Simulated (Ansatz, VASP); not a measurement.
# Ge: VASP beside Ansatz

```
CELL_PARAMETERS angstrom
0.00000 2.83818 2.83818
2.83818 0.00000 2.83818
2.83818 2.83818 0.00000
ATOMIC_POSITIONS crystal
Ge 0.50000 0.50000 0.50000
Ge 0.75000 0.75000 0.75000
```

Alike in both runs: functional PBEsol; k mesh 14 × 14 × 14; occupations fermi-dirac, width 0.08 eV; no spin polarisation.

Ansatz relaxed the structure, and its values are those at the end. VASP's run is a single point on that final structure, the one shown.

|  | VASP | Ansatz |
| --- | --- | --- |
| version | VASP 6.6.1 | Ansatz 0.2.0 |
| potentials or method | VASP PAW PBE potentials, release 64 (Ge_d) | PAW with Ansatz's default frozen-core files, scalar-relativistic |
| plane-wave cutoff (eV) | 520 | 420 |
| valence electrons in the cell | 28 | 28 |

VASP gave:

* pressure (GPa): -0.1

Q: Estimate Ansatz's values.

A: Pressure (GPa): 0.0.

VASP's potentials were made for PBE, not for PBEsol.
